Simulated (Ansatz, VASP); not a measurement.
# One calculation of Sc, two programs

```xyz
4
Lattice="3.2921 0.0000 0.0000 -1.6460 2.8510 0.0000 0.0000 0.0000 10.4976" Properties=species:S:1:pos:R:3 pbc="T T T"
Sc    0.0000    0.0000    0.0000
Sc    0.0000    0.0000    5.2488
Sc    0.0000    1.9007    2.6244
Sc    1.6460    0.9503    7.8732
```

Alike in both runs: functional PBE; k mesh 12 × 12 × 4; occupations fermi-dirac, width 0.05 eV; no spin polarisation.

Ansatz relaxed the structure, and its values are those at the end. VASP's run is a single point on that final structure, the one shown.

|  | VASP | Ansatz |
| --- | --- | --- |
| version | VASP 6.6.1 | Ansatz 0.2.0 |
| potentials or method | VASP PAW PBE potentials, release 64 (Sc_sv) | PAW with Ansatz's default frozen-core files, scalar-relativistic |
| plane-wave cutoff (eV) | 520 | 420 |
| valence electrons in the cell | 44 | 44 |

|  | VASP | Ansatz | Ansatz less VASP |
| --- | --- | --- | --- |
| pressure (GPa) | 0.0 | 0.0 | -0.02 |

With one functional, cell and mesh, what is left measures potentials, basis and numerics.
